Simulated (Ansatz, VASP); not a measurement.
# One calculation of ZnCu, two programs

File INCAR:

```
PREC     = Accurate       # precision mode
ENCUT    = 520            # plane-wave cutoff, eV
EDIFF    = 1E-7           # SCF threshold, eV
ISMEAR   = -1             # smearing method
SIGMA    = 0.05           # smearing width, eV
LREAL    = F              # projectors in reciprocal space
LASPH    = T              # aspherical terms in the spheres
NELM     = 60             # most SCF steps
ALGO     = Normal         # electronic algorithm
ISIF     = 2              # what is computed and relaxed
LWAVE    = F              # write WAVECAR
LCHARG   = F              # write CHGCAR
GGA      = PS             # functional
NBANDS   = 18             # bands
```

The input KPOINTS:

```
regular mesh
0
Gamma
  14 14 14
```

Contents of POSCAR:

```
ZnCu
1.0
    2.9645038796      0.0000000000      0.0000000000
    0.0000000000      2.9645038796      0.0000000000
    0.0000000000      0.0000000000      2.9645038796
Zn Cu
1 1
Direct
    0.5000000000      0.5000000000      0.5000000000
    0.0000000000      0.0000000000      0.0000000000
```

Input for Ansatz:

```yaml
crystal:
  lattice:
    - [2.9645038796, 0.0, 0.0]
    - [0.0, 2.9645038796, 0.0]
    - [0.0, 0.0, 2.9645038796]
  atoms:
    - { symbol: Zn, position: [0.5, 0.5, 0.5] }
    - { symbol: Cu, position: [0.0, 0.0, 0.0] }
kpoints:
  mp_grid: { grid: [14, 14, 14] }
  band_path:
    path:
      - [0.0, 0.0, 0.0]
      - [0.0, 0.5, 0.0]
      - [0.5, 0.5, 0.0]
      - [0.0, 0.0, 0.0]
      - [0.5, 0.5, 0.5]
      - [0.0, 0.5, 0.0]
      - [0.5, 0.5, 0.5]
      - [0.5, 0.5, 0.0]
    npoints: 5
scf:
  occupations: { method: fermi_dirac, width: 0.05 }
hamiltonian:
  xc: pbesol
  pseudopotentials: { kind: all_electron, lapw: { basis_error: 0.0005 } }
output:
  forces: true
  stress: true
  eigenvalues: true
```

Change from the starting cell: volume scaled by 1.02.

Alike in both runs: task single point; functional PBEsol; k mesh 14 × 14 × 14; occupations fermi-dirac, width 0.05 eV; no spin polarisation.

```csv
,VASP,Ansatz
version,VASP 6.6.1,Ansatz 0.2.0
potentials or method,"VASP PAW PBE potentials, release 64 (Zn, Cu), cutoff 520 eV","all-electron LAPW, scalar-relativistic"
```

|  | VASP | Ansatz | Ansatz less VASP |
| --- | --- | --- | --- |
| pressure (GPa) | -6.3 | -6.9 | -0.62 |

VASP's potentials were made for PBE, not for PBEsol. Ansatz ran all-electron here, and VASP with PAW potentials.
